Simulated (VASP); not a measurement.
Here is a VASP 6.6.1 calculation.

INCAR

```
SYSTEM = KF
  ALGO = Normal
  EDIFF = 1E-7
  ENCUT = 520
  GGA = PE
  ISIF = 2
  ISMEAR = -1
  LASPH = .True.
  LCHARG = .False.
  LREAL = .False.
  LWAVE = .False.
  NBANDS = 15
  NELM = 100
  PREC = Accurate
  SIGMA = 0.02
```

File KPOINTS:

```
k-points
0
Gamma
  8 8 8
  0 0 0
```

Contents of POSCAR:

```
KF
1.0
   -0.0176124085      2.9324660072      2.9324660072
    2.9324660072     -0.0176124085      2.9324660072
    2.9324660072      2.9324660072     -0.0176124085
K F
1 1
Direct
   -0.0005319485     -0.0005319485     -0.0005319485
    0.2505319485      0.2505319485      0.2505319485
```

Potentials or basis: VASP PAW PBE potentials, release 64 (K_sv, F).

Launch:

```console
$ cat potpaw_PBE.64/K_sv/POTCAR potpaw_PBE.64/F/POTCAR > POTCAR
$ mpirun -np 1 vasp_std > vasp.out
```

What does it give for the band gap on the k mesh?

5.14 eV, indirect (least direct gap 5.34 eV).

Estimate the pressure.

0.8 GPa.

What does it give for the largest force?

0.007 eV/Å.

Forces on the atoms (eV/Å):
```
K   -0.004 -0.004 -0.004
F    0.004  0.004  0.004
```

Caveat: the cell differs from its parent crystal (epitaxial 111 strain +0.5%). A k mesh can miss the band edges.
